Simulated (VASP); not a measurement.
# MnO (Fm-3m) in VASP: phonons with PBE+U

Aim: the phonons of MnO with PBE+U.

Everything below comes from runs of VASP 6.6.1. Logs are shortened: lines on timing, memory, paths and dates and some standing lists are left out, and cuts for length are marked.

**1. The cell of the first run**

It takes space group Fm-3m (No. 225, cubic). Conventional cell: a = 4.432 Å, b = 4.432 Å, c = 4.432 Å, α = 90.00°, β = 90.00°, γ = 90.00°. Within 2.9 Å of Mn (site symmetry m-3m) lie 6 O at 2.22 Å. O (site symmetry m-3m) has 6 Mn at 2.22 Å within 2.9 Å.

**2. Phonons, PBE+U, collinear spin, antiferromagnetic start**

Input file INCAR:

```
SYSTEM = MnO
  ALGO = Normal
  EDIFF = 1E-8
  ENCUT = 520
  GGA = PE
  IBRION = 6
  ISIF = 2
  ISMEAR = 0
  ISPIN = 2
  LASPH = .True.
  LCHARG = .False.
  LDAU = .True.
  LDAUJ = 0 0
  LDAUL = 2 -1
  LDAUPRINT = 1
  LDAUTYPE = 2
  LDAUU = 2 0
  LMAXMIX = 4
  LORBIT = 11
  LREAL = .False.
  LWAVE = .False.
  MAGMOM = 4.5 -4.5 0 0
  NELM = 150
  NFREE = 2
  NSW = 1
  POTIM = 0.015
  PREC = Accurate
  SIGMA = 0.01
```

Input file KPOINTS:

```
k-points
0
Gamma
  6 6 6
  0 0 0
```

Input file POSCAR:

```
MnO
1.0
    2.2158000000      2.2158000000      4.4316000000
    4.4316000000      2.2158000000      2.2158000000
    2.2158000000      4.4316000000      2.2158000000
Mn O
2 2
Direct
    0.0000000000      0.0000000000      0.0000000000
    0.5000000000      0.5000000000      0.5000000000
    0.2500000000      0.2500000000      0.2500000000
    0.7500000000      0.7500000000      0.7500000000
```

Potentials or basis: VASP PAW PBE potentials, release 64 (Mn_pv, O).

Started as:

```bash
> cat potpaw_PBE.64/Mn_pv/POTCAR potpaw_PBE.64/O/POTCAR > POTCAR
> mpirun -np 1 vasp_std > vasp.out
```

OUTCAR:

```text
SYSTEM = MnO
   EDIFF = 1E-8
   ENCUT = 520
   GGA = PE
   IBRION = 6
   ISIF = 2
   ISMEAR = 0
   ISPIN = 2
   LASPH = .True.
   LORBIT = 11
   LREAL = .False.
   NELM = 150
   NFREE = 2
   NSW = 1
   POTIM = 0.015
   PREC = Accurate

 ion  position               nearest neighbor table
   1  0.000  0.000  0.000-   4 2.22   4 2.22   4 2.22   3 2.22   3 2.22   3 2.22   2 3.13   2 3.13
                             2 3.13   2 3.13   2 3.13   2 3.13
   2  0.500  0.500  0.500-   3 2.22   3 2.22   3 2.22   4 2.22   4 2.22   4 2.22   1 3.13   1 3.13
                             1 3.13   1 3.13   1 3.13   1 3.13
   3  0.250  0.250  0.250-   1 2.22   1 2.22   1 2.22   2 2.22   2 2.22   2 2.22
   4  0.750  0.750  0.750-   2 2.22   2 2.22   2 2.22   1 2.22   1 2.22   1 2.22

  LATTYP: Found a trigonal (rhomboedric) cell.
 ALAT       =     5.4275793721
 COS(alpha) =     0.8333333333

  Lattice vectors:

 A1 = (   2.2158000000,   2.2158000000,   4.4316000000)
 A2 = (   4.4316000000,   2.2158000000,   2.2158000000)
 A3 = (   2.2158000000,   4.4316000000,   2.2158000000)

Analysis of symmetry for initial positions (statically):
=====================================================================
 Subroutine PRICEL returns following result:

  LATTYP: Found a face centered cubic cell.
 ALAT       =     4.4316000000
[... 12 lines left out ...]
 Subroutine GETGRP returns: Found 12 space group operations
 (whereof 12 operations were pure point group operations)
 out of a pool of 12 trial point group operations.

The static configuration has the point symmetry D_3d.

Analysis of symmetry for dynamics (positions and initial velocities):
=====================================================================
 Subroutine PRICEL returns following result:

  LATTYP: Found a face centered cubic cell.
 ALAT       =     4.4316000000
[... 12 lines left out ...]
 Subroutine GETGRP returns: Found 12 space group operations
 (whereof 12 operations were pure point group operations)
 out of a pool of 12 trial point group operations.

The dynamic configuration has the point symmetry D_3d.

Analysis of structural, dynamic, and magnetic symmetry:
=====================================================================
 Subroutine PRICEL returns following result:

  LATTYP: Found a face centered cubic cell.
 ALAT       =     4.4316000000
[... 12 lines left out ...]
 Subroutine GETGRP returns: Found 12 space group operations
 (whereof 12 operations were pure point group operations)
 out of a pool of 12 trial point group operations.

The overall configuration has the point symmetry D_3d.

 Subroutine INISYM returns: Found 12 space group operations
 (whereof 12 operations are pure point group operations),
 and found     2 'primitive' translations

----------------------------------------------------------------------------------------

                                     Primitive cell

  volume of cell :      21.7581

  direct lattice vectors                    reciprocal lattice vectors
    -2.215800000  2.215800000  0.000000000    -0.225652135  0.225652135  0.225652135
     0.000000000  2.215800000 -2.215800000     0.225652135  0.225652135 -0.225652135
    -2.215800000  0.000000000 -2.215800000    -0.225652135 -0.225652135 -0.225652135

  length of vectors
     3.133614412  3.133614412  3.133614412     0.390840962  0.390840962  0.390840962

  position of ions in fractional coordinates (direct lattice)
     0.000000000  0.000000000  0.000000000
     0.500000000  0.500000000  0.500000000

  ion indices of the primitive-cell ions
   primitive index   ion index
                 1           1
                 2           3

----------------------------------------------------------------------------------------

[... 271 lines left out ...]
  ---------------------------------------------------
  free  energy   TOTEN  =       -31.9618464953 eV

  energy  without entropy=      -31.9618464953  energy(sigma->0) =      -31.96184650

atom =   1  type =  1  l = 2

 onsite density matrix

spin component  1

  0.9276  0.0000 -0.0015 -0.0001 -0.0002
  0.0000  0.9277  0.0007  0.0000 -0.0012
 -0.0015  0.0007  0.9681  0.0009  0.0001
 -0.0001  0.0000  0.0009  0.9276  0.0012
 -0.0002 -0.0012  0.0001  0.0012  0.9679

spin component  2

  0.0262 -0.0002  0.0021 -0.0002 -0.0003
 -0.0002  0.0264 -0.0011 -0.0002  0.0020
  0.0021 -0.0011  0.0987 -0.0008  0.0006
 -0.0002 -0.0002 -0.0008  0.0262 -0.0020
 -0.0003  0.0020  0.0006 -0.0020  0.0980

 occupancies and eigenvectors

  o =  0.0258  v =  0.0000  0.0000  0.0000  0.0000  0.0000 -0.6382 -0.4306  0.0047 -0.6382 -0.0082      0.0000  0.0000  0.0000  0.0000  0.0000  0.0000  0.0000  0.0000  0.0000  0.0000
  o =  0.0264  v =  0.0000  0.0000  0.0000  0.0000  0.0000  0.7067  0.0000 -0.0291 -0.7067 -0.0168      0.0000  0.0000  0.0000  0.0000  0.0000  0.0000  0.0000  0.0000  0.0000  0.0000
  o =  0.0265  v =  0.0000  0.0000  0.0000  0.0000  0.0000  0.3040 -0.9020 -0.0199  0.3040  0.0344      0.0000  0.0000  0.0000  0.0000  0.0000  0.0000  0.0000  0.0000  0.0000  0.0000
  o =  0.0978  v =  0.0000  0.0000  0.0000  0.0000  0.0000  0.0181 -0.0318  0.4996  0.0181 -0.8653      0.0000  0.0000  0.0000  0.0000  0.0000  0.0000  0.0000  0.0000  0.0000  0.0000
  o =  0.0991  v =  0.0000  0.0000  0.0000  0.0000  0.0000 -0.0237 -0.0000 -0.8655  0.0237 -0.4997      0.0000  0.0000  0.0000  0.0000  0.0000  0.0000  0.0000  0.0000  0.0000  0.0000
  o =  0.9275  v =  0.6878 -0.2301  0.0139  0.6878 -0.0242  0.0000  0.0000  0.0000  0.0000  0.0000      0.0000  0.0000  0.0000  0.0000  0.0000  0.0000  0.0000  0.0000  0.0000  0.0000
  o =  0.9275  v =  0.7063 -0.0000  0.0423 -0.7063  0.0244  0.0000  0.0000  0.0000  0.0000  0.0000      0.0000  0.0000  0.0000  0.0000  0.0000  0.0000  0.0000  0.0000  0.0000  0.0000
  o =  0.9277  v = -0.1633 -0.9725  0.0149 -0.1633 -0.0258  0.0000  0.0000  0.0000  0.0000  0.0000      0.0000  0.0000  0.0000  0.0000  0.0000  0.0000  0.0000  0.0000  0.0000  0.0000
  o =  0.9679  v = -0.0143  0.0354  0.4996 -0.0143 -0.8653  0.0000  0.0000  0.0000  0.0000  0.0000      0.0000  0.0000  0.0000  0.0000  0.0000  0.0000  0.0000  0.0000  0.0000  0.0000
  o =  0.9682  v =  0.0346 -0.0000 -0.8650 -0.0346 -0.4994  0.0000  0.0000  0.0000  0.0000  0.0000      0.0000  0.0000  0.0000  0.0000  0.0000  0.0000  0.0000  0.0000  0.0000  0.0000

atom =   2  type =  1  l = 2

 onsite density matrix

spin component  1

  0.0264 -0.0002  0.0023 -0.0002  0.0003
 -0.0002  0.0262 -0.0011 -0.0002  0.0019
  0.0023 -0.0011  0.0984 -0.0014 -0.0006
 -0.0002 -0.0002 -0.0014  0.0264 -0.0019
  0.0003  0.0019 -0.0006 -0.0019  0.0992

spin component  2

  0.9277 -0.0001 -0.0014 -0.0000  0.0002
 -0.0001  0.9275  0.0007 -0.0001 -0.0013
 -0.0014  0.0007  0.9681  0.0005 -0.0001
 -0.0000 -0.0001  0.0005  0.9277  0.0013
  0.0002 -0.0013 -0.0001  0.0013  0.9682

 occupancies and eigenvectors

  o =  0.0259  v =  0.4619  0.7570  0.0055  0.4619 -0.0094  0.0000  0.0000  0.0000  0.0000  0.0000      0.0000  0.0000  0.0000  0.0000  0.0000  0.0000  0.0000  0.0000  0.0000  0.0000
  o =  0.0264  v = -0.5352  0.6527  0.0168 -0.5352 -0.0292  0.0000  0.0000  0.0000  0.0000  0.0000      0.0000  0.0000  0.0000  0.0000  0.0000  0.0000  0.0000  0.0000  0.0000  0.0000
  o =  0.0265  v =  0.7065  0.0000 -0.0368 -0.7065 -0.0212  0.0000  0.0000  0.0000  0.0000  0.0000      0.0000  0.0000  0.0000  0.0000  0.0000  0.0000  0.0000  0.0000  0.0000  0.0000
  o =  0.0982  v = -0.0300 -0.0000 -0.8652  0.0300 -0.4995  0.0000  0.0000  0.0000  0.0000  0.0000      0.0000  0.0000  0.0000  0.0000  0.0000  0.0000  0.0000  0.0000  0.0000  0.0000
  o =  0.0996  v =  0.0130 -0.0303  0.4997  0.0130 -0.8655  0.0000  0.0000  0.0000  0.0000  0.0000      0.0000  0.0000  0.0000  0.0000  0.0000  0.0000  0.0000  0.0000  0.0000  0.0000
  o =  0.9274  v =  0.0000  0.0000  0.0000  0.0000  0.0000 -0.3530 -0.8663  0.0080 -0.3530 -0.0139      0.0000  0.0000  0.0000  0.0000  0.0000  0.0000  0.0000  0.0000  0.0000  0.0000
  o =  0.9277  v =  0.0000  0.0000  0.0000  0.0000  0.0000 -0.6123  0.4982 -0.0224 -0.6123  0.0388      0.0000  0.0000  0.0000  0.0000  0.0000  0.0000  0.0000  0.0000  0.0000  0.0000
  o =  0.9277  v =  0.0000  0.0000  0.0000  0.0000  0.0000  0.7066  0.0000  0.0338 -0.7066  0.0195      0.0000  0.0000  0.0000  0.0000  0.0000  0.0000  0.0000  0.0000  0.0000  0.0000
  o =  0.9681  v =  0.0000  0.0000  0.0000  0.0000  0.0000 -0.0276  0.0000  0.8654  0.0276  0.4996      0.0000  0.0000  0.0000  0.0000  0.0000  0.0000  0.0000  0.0000  0.0000  0.0000
  o =  0.9684  v =  0.0000  0.0000  0.0000  0.0000  0.0000  0.0218 -0.0363 -0.4994  0.0218  0.8650      0.0000  0.0000  0.0000  0.0000  0.0000  0.0000  0.0000  0.0000  0.0000  0.0000

--------------------------------------- Ionic step        5  -------------------------------------------

 number of electron      37.9999999 magnetization       0.0000000

 Free energy of the ion-electron system (eV)
  ---------------------------------------------------
  ext. energy  EPLUGINS =         0.00000000
  ---------------------------------------------------
  free energy    TOTEN  =       -31.96184650 eV

  energy without entropy =      -31.96184650  energy(sigma->0) =      -31.96184650

 E-fermi :   6.6618     XC(G=0): -11.8794

 val. band max:        6.4859827543   @ k =   0.5000   0.5000   0.5000
 cond. band min:       7.8698886859   @ k =   0.0000   0.0000   0.0000
 fundamental gap:      1.3839059316
 Fermi energy:         6.6617930963

 spin component 1

 k-point     1 :       0.0000    0.0000    0.0000
  band No.  band energies     occupation
      1     -42.7695      1.00000
      2     -42.7365      1.00000
      3     -42.7327      1.00000
      4     -37.9196      1.00000
      5     -37.8922      1.00000
      6     -37.8882      1.00000
[... 1274 lines left out ...]
  FREE ENERGIE OF THE ION-ELECTRON SYSTEM (eV)
  ---------------------------------------------------
  free  energy   TOTEN  =       -31.9618464994 eV

  energy  without entropy=      -31.9618464994  energy(sigma->0) =      -31.96184650

 INTERNAL STRAIN TENSORS FROM DISPLACED ATOMS
 ============================================

 INTERNAL STRAIN TENSOR FOR ION    1 for displacements in x,y,z  (eV/Angst):
          X           Y           Z          XY          YZ          ZX
  --------------------------------------------------------------------------------
  x     0.00000     0.00000     0.00000     0.00000     0.00000     0.00000
  y     0.00000     0.00000     0.00000     0.00000     0.00000     0.00000
  z     0.00000     0.00000     0.00000     0.00000     0.00000     0.00000

 INTERNAL STRAIN TENSOR FOR ION    4 for displacements in x,y,z  (eV/Angst):
          X           Y           Z          XY          YZ          ZX
  --------------------------------------------------------------------------------
  x     0.00000     0.00000     0.00000     0.00000     0.00000     0.00000
  y     0.00000     0.00000     0.00000     0.00000     0.00000     0.00000
  z     0.00000     0.00000     0.00000     0.00000     0.00000     0.00000

 Eigenvectors and eigenvalues of the dynamical matrix
 ----------------------------------------------------

   1 f  =   14.182160 THz    89.109139 2PiTHz  473.065935 cm-1    58.652674 meV
             X         Y         Z           dx          dy          dz
      0.000000  0.000000  0.000000    -0.000000   -0.000000    0.000000
      4.431600  4.431600  4.431600    -0.000000   -0.000000    0.000000
      2.215800  2.215800  2.215800     0.408248    0.408248    0.408248
      6.647400  6.647400  6.647400    -0.408248   -0.408248   -0.408248
[... 71 lines left out ...]
  12 f/i=    0.014452 THz     0.090803 2PiTHz    0.482061 cm-1     0.059768 meV
             X         Y         Z           dx          dy          dz
      0.000000  0.000000  0.000000     0.359586    0.359586    0.359586
      4.431600  4.431600  4.431600     0.359586    0.359586    0.359586
      2.215800  2.215800  2.215800     0.193300    0.193300    0.193300
      6.647400  6.647400  6.647400     0.193300    0.193300    0.193300

 ELASTIC MODULI CONTR FROM IONIC RELAXATION (kBar)
 Direction    XX          YY          ZZ          XY          YZ          ZX
 --------------------------------------------------------------------------------
 XX           0.0000      0.0000      0.0000      0.0000      0.0000      0.0000
 YY           0.0000      0.0000      0.0000      0.0000      0.0000      0.0000
 ZZ           0.0000      0.0000      0.0000      0.0000      0.0000      0.0000
 XY           0.0000      0.0000      0.0000      0.0000      0.0000      0.0000
 YZ           0.0000      0.0000      0.0000      0.0000      0.0000      0.0000
 ZX           0.0000      0.0000      0.0000      0.0000      0.0000      0.0000
 --------------------------------------------------------------------------------

 total charge

# of ion       s       p       d       tot
------------------------------------------
    1        0.204   6.182   4.975  11.361
    2        0.204   6.182   4.975  11.361
    3        1.558   3.442   0.000   4.999
    4        1.558   3.442   0.000   4.999
--------------------------------------------------
tot          3.524  19.247   9.949  32.721

 magnetization (x)

# of ion       s       p       d       tot
------------------------------------------
    1        0.018   0.018   4.434   4.470
    2       -0.018  -0.018  -4.434  -4.470
    3        0.000   0.000   0.000   0.000
    4        0.000   0.000   0.000   0.000
--------------------------------------------------
tot          0.000   0.000   0.000   0.000
```

It took 35 min on 1 thread of Oxide Virtual Turin-like, shared host; peak memory 0.36 GiB.

Results:

* Net moment: 0.00 μB per cell
* Site moments: Mn +4.47, -4.47; O +0.00 μB
* Valence electrons inside the program's atomic spheres: Mn 11.36; O 5.00
* Highest phonon frequency at Γ, LO-TO splitting left out: 473 cm⁻¹

Phonon frequencies in cm⁻¹ (negative: imaginary):
| q point | frequencies |
| --- | --- |
| (0.000, 0.000, 0.000) | 0 0 0 128 128 229 229 232 232 281 296 473 |

Eigenvalues of the final occupation matrices:
```
    site  spin  trace               eigenvalues
site 1 d     1   4.72  0.93 0.93 0.93 0.97 0.97
site 1 d     2   0.28  0.03 0.03 0.03 0.10 0.10
site 2 d     1   0.28  0.03 0.03 0.03 0.10 0.10
site 2 d     2   4.72  0.93 0.93 0.93 0.97 0.97
```

Caveat: the k points lie up to 0.39 Å⁻¹ apart; the cell stands under pressure or tension, which shifts response properties.
